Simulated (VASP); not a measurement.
# AlAs (zincblende type) (F-43m) in VASP: further runs

Runs on AlAs (zincblende type). Level: LDA. Tasks: single point.

Program: VASP 6.6.1. These are calculated values, not measurements. Logs are shortened: lines on timing, memory, paths and dates and some standing lists are left out, and cuts for length are marked.

### 1 The cell of the first run

Symmetry: F-43m, No. 216, cubic system. Conventional cell: a = 5.225 Å, b = 5.225 Å, c = 5.225 Å, α = 90.00°, β = 90.00°, γ = 90.00°. Within 3.0 Å of Al (site symmetry -43m) lie 4 As at 2.26 Å. As (site symmetry -43m) has 4 Al at 2.26 Å within 3.0 Å.

### 2 Single point, LDA (17.83 Å³/atom)

Contents of INCAR:

```
ALGO = Normal ; EDIFF = 1E-6
ENCUT = 500 ; GGA = CA
GGA_COMPAT = False ; ISIF = 2
ISMEAR = -1 ; LASPH = True
LCHARG = True ; LELF = True
LREAL = False ; LVHAR = True
LWAVE = False ; NBANDS = 11
NELM = 120 ; PREC = Accurate
SIGMA = 0.08
```

Contents of KPOINTS:

```
k-points
0
Gamma
  11 11 11
```

Contents of POSCAR:

```
AlAs
1.0
    0.0000000000      2.6124504360      2.6124504360
    2.6124504360      0.0000000000      2.6124504360
    2.6124504360      2.6124504360      0.0000000000
Al As
1 1
Direct
    0.0000000000      0.0000000000      0.0000000000
    0.2500000000      0.2500000000      0.2500000000
```

Potentials or basis: VASP PAW LDA potentials, release 64 (Al, As).

The run is started by

```bash
> cat potpaw_LDA.64/Al/POTCAR potpaw_LDA.64/As/POTCAR > POTCAR
> mpirun -np 1 vasp_std > vasp.out
```

OUTCAR:

```text
EDIFF = 1E-6
   ENCUT = 500
   GGA = CA
   ISIF = 2
   ISMEAR = -1
   LASPH = True
   LREAL = False
   NELM = 120
   PREC = Accurate

 ion  position               nearest neighbor table
   1  0.000  0.000  0.000-   2 2.26   2 2.26   2 2.26   2 2.26
   2  0.250  0.250  0.250-   1 2.26   1 2.26   1 2.26   1 2.26

  LATTYP: Found a face centered cubic cell.
 ALAT       =     5.2249008720

  Lattice vectors:

 A1 = (   0.0000000000,   2.6124504360,   2.6124504360)
 A2 = (   2.6124504360,   0.0000000000,   2.6124504360)
 A3 = (   2.6124504360,   2.6124504360,   0.0000000000)

Analysis of symmetry for initial positions (statically):
=====================================================================
 Subroutine PRICEL returns:
 Original cell was already a primitive cell.

 Routine SETGRP: Setting up the symmetry group for a
 face centered cubic supercell.

 Subroutine GETGRP returns: Found 24 space group operations
 (whereof 24 operations were pure point group operations)
 out of a pool of 48 trial point group operations.

The static configuration has the point symmetry T_d .

Analysis of symmetry for dynamics (positions and initial velocities):
=====================================================================
 Subroutine PRICEL returns:
 Original cell was already a primitive cell.

 Routine SETGRP: Setting up the symmetry group for a
 face centered cubic supercell.

 Subroutine GETGRP returns: Found 24 space group operations
 (whereof 24 operations were pure point group operations)
 out of a pool of 48 trial point group operations.

The dynamic configuration has the point symmetry T_d .

 Subroutine INISYM returns: Found 24 space group operations
 (whereof 24 operations are pure point group operations),
 and found     1 'primitive' translations

----------------------------------------------------------------------------------------

                                     Primitive cell

  volume of cell :      35.6594

  direct lattice vectors                    reciprocal lattice vectors
     0.000000000  2.612450436  2.612450436    -0.191391191  0.191391191  0.191391191
     2.612450436  0.000000000  2.612450436     0.191391191 -0.191391191  0.191391191
     2.612450436  2.612450436  0.000000000     0.191391191  0.191391191 -0.191391191

  length of vectors
     3.694562838  3.694562838  3.694562838     0.331499267  0.331499267  0.331499267

  position of ions in fractional coordinates (direct lattice)
     0.000000000  0.000000000  0.000000000
     0.250000000  0.250000000  0.250000000

  ion indices of the primitive-cell ions
   primitive index   ion index
                 1           1
                 2           2

----------------------------------------------------------------------------------------

 KPOINTS: k-points

Automatic generation of k-mesh.
 Grid dimensions read from file:
 generate k-points for:   11   11   11

 Generating k-lattice:

  Cartesian coordinates                     Fractional coordinates (reciprocal lattice)
    -0.017399199  0.017399199  0.017399199     0.090909091  0.000000000  0.000000000
     0.017399199 -0.017399199  0.017399199     0.000000000  0.090909091  0.000000000
     0.017399199  0.017399199 -0.017399199     0.000000000  0.000000000  0.090909091

  Length of vectors
     0.030136297  0.030136297  0.030136297

  Shift w.r.t. Gamma in fractional coordinates (k-lattice)
     0.000000000  0.000000000  0.000000000

 Subroutine IBZKPT returns following result:
 ===========================================

 Found     56 irreducible k-points:

 Following reciprocal coordinates:
            Coordinates               Weight
  0.000000  0.000000  0.000000      1.000000
  0.090909  0.000000  0.000000      8.000000
  0.181818  0.000000  0.000000      8.000000
  0.272727  0.000000  0.000000      8.000000
  0.363636  0.000000  0.000000      8.000000
  0.454545  0.000000  0.000000      8.000000
[... 16 lines left out ...]
 -0.272727  0.181818  0.000000     24.000000
 -0.181818  0.181818  0.000000     12.000000
 [... further k-points ...]
   k-points           NKPTS =     56   k-points in BZ     NKDIM =     56   number of bands    NBANDS=     11
   number of dos      NEDOS =    301   number of ions     NIONS =      2
   total plane-waves  NPLWV =  21952
   dimension x,y,z NGX =    28 NGY =   28 NGZ =   28
   dimension x,y,z NGXF=    56 NGYF=   56 NGZF=   56
   ions per type =               1   1
   NGX,Y,Z   is equivalent  to a cutoff of  12.60, 12.60, 12.60 a.u.
   NGXF,Y,Z  is equivalent  to a cutoff of  25.20, 25.20, 25.20 a.u.
 SYSTEM =  unknown system
   PREC   = accura    normal or accurate (medium, high low for compatibility)
   ISTART =      0    job   : 0-new  1-cont  2-samecut
   ICHARG =      2    charge: 1-file 2-atom 10-const
   ISPIN  =      1    spin polarized calculation?
   LNONCOLLINEAR =      F non collinear calculations
   LSORBIT =      F    spin-orbit coupling
   LASPH  =      T    aspherical Exc in radial PAW
   ENCUT  =  500.0 eV  36.75 Ry    6.06 a.u.   6.74  6.74  6.74*2*pi/ulx,y,z
   NELM   =    120;   NELMIN=  2; NELMDL= -5     # of ELM steps
   EDIFF  = 0.1E-05   stopping-criterion for ELM
   LREAL  =      F    real-space projection
   EDIFFG = 0.1E-04   stopping-criterion for IOM
   NSW    =      0    number of steps for IOM
   IBRION =     -1    ionic relax: 0-MD 1-quasi-New 2-CG
   NFREE  =      0    steps in history (QN), initial steepest desc. (CG)
   ISIF   =      2    stress and relaxation
   ISYM   =      2    0-nonsym 1-usesym 2-fastsym
   POTIM  = 0.5000    time-step for ionic-motion
   TEBEG  =    0.0;   TEEND  =   0.0 temperature during run
   PSTRESS=    0.0 pullay stress
   NELECT =       8.0000    total number of electrons
   NUPDOWN=      -1.0000    fix difference up-down
   EMIN   =  10.00;   EMAX   =-10.00  energy-range for DOS
   EFERMI =   0.00;   METHOD = LEGACY
   ISMEAR =    -1;   SIGMA  =   0.08  broadening in eV -4-tet -1-fermi 0-gaus
   EFERMI_NEDOS =   21; number of points for ismear=-14 and -15
   IALGO  =     38    algorithm
   IMIX   =      4    mixing-type and parameters
     AMIX     =   0.40;   BMIX     =  1.00
     AMIX_MAG =   1.60;   BMIX_MAG =  1.00
  volume/ion in A,a.u.               =      17.83       120.32
  Fermi-wavevector in a.u.,A,eV,Ry     =   0.994749  1.879803 13.463308  0.989525
  Thomas-Fermi vector in A             =   2.126721
   LORBIT       =      0    0 simple, 1 ext, 2 COOP (PROOUT), +10 PAW based schemes
   GGA     = CA    functional components
   LHFCALC =     F    Hartree Fock is set to
   AEXX    =    0.0000 exact exchange contribution
   IVDW    =     0    specifies the selected vdW correction
   LEPSILON=     F    determine dielectric tensor
   LRPA    =     F    only Hartree local field effects (RPA)
 non-spin polarized calculation
  energy-cutoff  :      500.00
  volume of cell :       35.66
 maximum number of plane-waves:       926
   NGX = 13   NGY = 13   NGZ = 13

 number of electron       8.0000001 magnetization

 Free energy of the ion-electron system (eV)
  ---------------------------------------------------
  ext. energy  EPLUGINS =         0.00000000
  ---------------------------------------------------
  free energy    TOTEN  =        -9.86354980 eV

  energy without entropy =       -9.86349321  energy(sigma->0) =       -9.86352150

 E-fermi :   6.5869     XC(G=0): -10.2236

 val. band max:        6.1064165532   @ k =   0.0000   0.0000   0.0000
 cond. band min:       7.0121474467   @ k =   0.4545   0.4545   0.0000
 fundamental gap:      0.9057308935
 Fermi energy:         6.5869414292

 k-point     1 :       0.0000    0.0000    0.0000
  band No.  band energies     occupation
      1      -7.3272      2.00000
      2       6.1064      1.99509
      3       6.1064      1.99509
      4       6.1064      1.99509
      5      10.0146      0.00000
      6      10.7760      0.00000
      7      10.7760      0.00000
      8      10.7760      0.00000
      9      15.6101      0.00000
     10      15.6101      0.00000
     11      16.2111      0.00000

 k-point     2 :       0.0909    0.0000    0.0000
  band No.  band energies     occupation
      1      -7.2190      2.00000
      2       5.1770      2.00000
      3       5.9929      1.99881
      4       5.9929      1.99881
      5      10.2525      0.00000
      6      10.9787      0.00000
      7      10.9787      0.00000
      8      11.2769      0.00000
      9      15.0876      0.00000
     10      15.0876      0.00000
     11      16.6147      0.00000

 k-point     3 :       0.1818    0.0000    0.0000
  band No.  band energies     occupation
      1      -6.9025      2.00000
      2       3.4708      2.00000
      3       5.7307      1.99996
      4       5.7307      1.99996
      5       9.9300      0.00000
      6      11.3470      0.00000
      7      11.3470      0.00000
      8      12.8720      0.00000
      9      14.5770      0.00000
     10      14.5770      0.00000
     11      16.5034      0.00000

 k-point     4 :       0.2727    0.0000    0.0000
  band No.  band energies     occupation
      1      -6.4091      2.00000
      2       1.7637      2.00000
      3       5.4510      2.00000
      4       5.4510      2.00000
      5       9.5461      0.00000
      6      11.3702      0.00000
      7      11.3702      0.00000
      8      14.2121      0.00000
      9      14.9898      0.00000
     10      14.9898      0.00000
     11      16.2671      0.00000
[... 239 lines left out ...]
 k-point    22 :      -0.3636    0.1818    0.0000
  band No.  band energies     occupation
      1      -5.1905      2.00000
      2      -0.0311      2.00000
      3       2.9865      2.00000
      4       4.8207      2.00000
      5       9.5347      0.00000
      6      11.7438      0.00000
      7      12.0956      0.00000
      8      15.2253      0.00000
      9      15.6275      0.00000
     10      16.7770      0.00000
     11      18.8010      0.00000

 k-point    23 :      -0.2727    0.1818    0.0000
  band No.  band energies     occupation
      1      -5.6997      2.00000
      2       0.9397      2.00000
      3       3.0798      2.00000
      4       5.2198      2.00000
      5      10.0909      0.00000
      6      11.7951      0.00000
      7      11.9933      0.00000
      8      13.8141      0.00000
      9      14.0960      0.00000
     10      17.7645      0.00000
     11      19.5908      0.00000

 k-point    24 :      -0.1818    0.1818    0.0000
  band No.  band energies     occupation
      1      -6.2422      2.00000
      2       2.0507      2.00000
      3       3.6269      2.00000
      4       5.6156      1.99999
      5      10.6769      0.00000
      6      11.6081      0.00000
      7      11.7135      0.00000
      8      12.8452      0.00000
      9      13.4303      0.00000
     10      17.3772      0.00000
     11      19.0431      0.00000

 [... further k-points ...]

------------------------ aborting loop because EDIFF is reached ----------------------------------------

  FORCE on cell =-STRESS in cart. coord.  units (eV):
  Direction    XX          YY          ZZ          XY          YZ          ZX
  --------------------------------------------------------------------------------------
  -------------------------------------------------------------------------------------
  Total        6.1847631      6.1847631      6.1847631      0.0000000      0.0000000     -0.0000000
  in kB      277.8814000    277.8814000    277.8814000      0.0000000      0.0000000     -0.0000000
  external PRESSURE =     277.8814000 kB  Pullay stress =       0.0000000 kB

 VOLUME and BASIS-vectors are now :
 -----------------------------------------------------------------------------
  energy-cutoff  :      500.00
  volume of cell :       35.66
      direct lattice vectors                 reciprocal lattice vectors
     0.000000000  2.612450436  2.612450436    -0.191391191  0.191391191  0.191391191
     2.612450436  0.000000000  2.612450436     0.191391191 -0.191391191  0.191391191
     2.612450436  2.612450436  0.000000000     0.191391191  0.191391191 -0.191391191

 POSITION                                       TOTAL-FORCE (eV/Angst)
 -----------------------------------------------------------------------------------
      0.00000      0.00000      0.00000         0.000000      0.000000      0.000000
      1.30623      1.30623      1.30623        -0.000000     -0.000000     -0.000000
 -----------------------------------------------------------------------------------
    total drift:                                0.000000      0.000000      0.000000

  FREE ENERGIE OF THE ION-ELECTRON SYSTEM (eV)
  ---------------------------------------------------
  free  energy   TOTEN  =        -9.8635498016 eV

  energy  without entropy=       -9.8634932056  energy(sigma->0) =       -9.86352150
```

Wall time 14 s (1 thread of Intel Xeon Platinum 8259CL at 2.50GHz (Skylake/Cascade Lake), shared host); peak memory 0.15 GiB.

Results:

```yaml
Free_energy: -9.8635 eV
Pressure: 27.8 GPa
Band_gap_on_the_k_mesh: 0.91 eV (least direct gap 3.63 eV)
```

Levels at points of the mesh, in eV from the valence-band top:
| k point | band 1 | band 2 | band 3 | band 4 | band 5 | band 6 | band 7 | band 8 |
| --- | --- | --- | --- | --- | --- | --- | --- | --- |
| (0.00, 0.00, 0.00) | -13.43 | 0.00 | 0.00 | 0.00 | 3.91 | 4.67 | 4.67 | 4.67 |

Caveat: the cell stands under pressure; an odd mesh through Γ misses points on the zone boundary, where band edges can lie.

### 3 Single point, LDA (19.61 Å³/atom)

This run uses another cell than the first one, of 19.61 Å³/atom.

Contents of INCAR:

```
ALGO = Normal ; EDIFF = 1E-6
ENCUT = 500 ; GGA_COMPAT = False
ISIF = 2 ; ISMEAR = -1
LASPH = True ; LCHARG = False
LREAL = False ; LWAVE = False
NBANDS = 11 ; NELM = 120
PREC = Accurate ; SIGMA = 0.08
```

KPOINTS is that of step 2.

Contents of POSCAR:

```
AlAs
1.0
    0.0000000000      2.6967806377      2.6967806377
    2.6967806377      0.0000000000      2.6967806377
    2.6967806377      2.6967806377      0.0000000000
Al As
1 1
Direct
    0.0000000000      0.0000000000      0.0000000000
    0.2500000000      0.2500000000      0.2500000000
```

Potentials or basis: VASP PAW LDA potentials, release 64 (Al, As).

The run is started by

```bash
> cat potpaw_LDA.64/Al/POTCAR potpaw_LDA.64/As/POTCAR > POTCAR
> mpirun -np 1 vasp_std > vasp.out
```

It took 14 s on 1 thread of Intel Xeon Platinum 8259CL at 2.50GHz (Skylake/Cascade Lake), shared host; peak memory 0.15 GiB.

It converged, with:

- Free energy: -10.3095 eV
- Pressure: 13.3 GPa
- Band gap on the k mesh: 1.12 eV (least direct gap 3.08 eV)

Levels at points of the mesh, in eV from the valence-band top:
| k point | band 2 | band 3 | band 4 | band 5 | band 6 | band 7 |
| --- | --- | --- | --- | --- | --- | --- |
| (0.00, 0.00, 0.00) | 0.00 | 0.00 | 0.00 | 3.08 | 4.50 | 4.50 |

Caveat: the cell stands under pressure; an odd mesh through Γ misses points on the zone boundary, where band edges can lie.
